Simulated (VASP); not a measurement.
**Ag: single point with PBE**

Ag:

```
CELL_PARAMETERS angstrom
0.00000 2.01245 2.04310
2.04310 0.00000 2.04310
2.04310 2.01245 0.00000
ATOMIC_POSITIONS crystal
Ag 0.00000 0.00000 0.00000
```

This cell differs from its parent crystal: strain -0.0150 x Voigt [0, 1, 0, 0, 0, 0].

* Program: VASP 6.6.1
* Task: single point
* Functional: PBE
* Potentials or basis: VASP PAW PBE potentials, release 64 (Ag)
* Cutoff: 520 eV
* k mesh: 20 × 20 × 20
* Occupations: gaussian, width 0.15 eV
* Spin: no spin polarisation

| Item | Value |
| --- | --- |
| Pressure | 6.4 GPa |

Stress tensor (GPa, compression positive):
```
6.16 0.00 0.00
0.00 6.75 0.00
0.00 0.00 6.16
```

Levels at points of the mesh, in eV from the Fermi level:
| k point | band 4 | band 5 | band 6 | band 7 | band 8 | band 9 |
| --- | --- | --- | --- | --- | --- | --- |
| (0.00, 0.00, 0.00) | -4.81 | -3.86 | -3.76 | 16.05 | 19.64 | 19.64 |
| (0.50, 0.00, 0.00) | -3.02 | -2.97 | -0.45 | 3.68 | 15.26 | 17.84 |
| (0.50, 0.50, 0.00) | -2.82 | -2.75 | 1.49 | 6.72 | 10.81 | 10.83 |
| (0.50, 0.00, 0.50) | -2.78 | -2.78 | 1.76 | 7.10 | 10.55 | 10.55 |

It took 35 s on 1 thread of Intel(R) Xeon(R) 6975P-C (Granite Rapids) (shared host), peak memory 0.24 GiB.

Caveat: the cell differs from its parent crystal (strain -0.0150 x Voigt [0, 1, 0, 0, 0, 0]).
